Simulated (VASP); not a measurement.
Set up this calculation in VASP 6.6.1, as the native input.

- Task: single point
- Functional: LDA
- Potentials or basis: VASP PAW LDA potentials, release 64 (Rb_sv, In_d, Ag, F)
- Cutoff: 520 eV
- k mesh: 4 × 4 × 4
- Occupations: gaussian, width 0.01 eV
- Spin: no spin polarisation
- Dipole correction: no
- Further INCAR settings: ALGO = Normal; EDIFF = 1e-06; NBANDS = 53

The structure of Rb2InAgF6 lies in POSCAR:

```
Rb2InAgF6
1.0
    0.0000000000      4.5535100000      4.5535100000
    4.5535100000      0.0000000000      4.5535100000
    4.5535100000      4.5535100000      0.0000000000
Rb In Ag F
2 1 1 6
Direct
    0.2500000000      0.2500000000      0.2500000000
    0.7500000000      0.7500000000      0.7500000000
    0.0000000000      0.0000000000      0.0000000000
    0.5000000000      0.5000000000      0.5000000000
    0.2316290000      0.2316290000      0.7683710000
    0.2316290000      0.7683710000      0.7683710000
    0.7683710000      0.7683710000      0.2316290000
    0.2316290000      0.7683710000      0.2316290000
    0.7683710000      0.2316290000      0.7683710000
    0.7683710000      0.2316290000      0.2316290000
```

The input as run:

INCAR

```
SYSTEM = Rb2InAgF6
PREC = Accurate
ENCUT = 520
EDIFF = 1E-6
ISMEAR = 0
SIGMA = 0.01
LREAL = .FALSE.
LASPH = .TRUE.
NELM = 80
ALGO = Normal
ISIF = 2
LWAVE = .FALSE.
LCHARG = .FALSE.
GGA = CA
NBANDS = 53
```

KPOINTS

```
regular mesh
0
G
  4 4 4
  0 0 0
```

Potentials or basis: VASP PAW LDA potentials, release 64 (Rb_sv, In_d, Ag, F).

The run is started by

```bash
$ cat potpaw_LDA.64/Rb_sv/POTCAR potpaw_LDA.64/In_d/POTCAR potpaw_LDA.64/Ag/POTCAR potpaw_LDA.64/F/POTCAR > POTCAR
$ mpirun -np 1 vasp_std > vasp.out
```

Results of the run:

| Quantity | Value |
| --- | --- |
| Pressure | -6.1 GPa |
| Largest force | 0.163 eV/Å |
| Band gap on the k mesh | 1.56 eV, indirect (the least direct gap lies 1.8 meV higher) |

Caveat: spin-orbit coupling is left out, which moves the levels of the heavy elements.

Wall time 62 s on 1 thread of Intel(R) Xeon(R) Platinum 8375C CPU @ 2.90GHz (Ice Lake), on a shared host, peak memory 0.3 GiB.
